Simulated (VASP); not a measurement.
Al: single point with PBEsol

Al:

```
CELL_PARAMETERS angstrom
2.73000 0.00000 0.00000
-1.36500 2.36425 0.00000
0.00000 0.00000 4.56410
ATOMIC_POSITIONS crystal
Al 0.66667 0.33333 0.75000
Al 0.33333 0.66667 0.25000
```

```
Program                : VASP 6.6.1
Task                   : single point
Functional             : PBEsol
Potentials or basis    : VASP PAW PBE potentials, release 64 (Al)
Cutoff                 : 520 eV
k mesh                 : 18 × 18 × 10
Occupations            : gaussian, width 0.15 eV
Spin                   : no spin polarisation
Dipole correction      : no
Further INCAR settings : ALGO = Normal; EDIFF = 1e-06; NBANDS = 10
```

| Item | Value |
| --- | --- |
| Pressure | 10.2 GPa |
| Band gap on the k mesh | zero (band 3 reaches 13.32 eV, above the bottom of band 4 at 5.88 eV) |

Stress tensor (GPa, compression positive):
```
10.51  0.00  0.00
 0.00 10.51  0.00
 0.00  0.00  9.62
```

Levels at points of the mesh, in eV from the Fermi level:
| k point | band 1 | band 2 | band 3 | band 4 | band 5 | band 6 |
| --- | --- | --- | --- | --- | --- | --- |
| (0.00, 0.00, 0.00) | -11.94 | -5.19 | -4.84 | 11.92 | 11.92 | 11.93 |
| (0.50, 0.00, 0.00) | -5.51 | -5.51 | 0.59 | 1.13 | 1.30 | 1.88 |
| (0.00, 0.00, 0.50) | -10.18 | -10.18 | 3.21 | 3.21 | 12.79 | 12.79 |
| (0.50, 0.00, 0.50) | -4.25 | -4.25 | -3.30 | -3.30 | 7.77 | 7.77 |

It took 17 s on 1 thread of Intel(R) Xeon(R) 6975P-C (Granite Rapids), on a shared host, peak memory 0.17 GiB.

Caveat: the PAW data sets were made with another functional, which shifts forces and pressure a little.
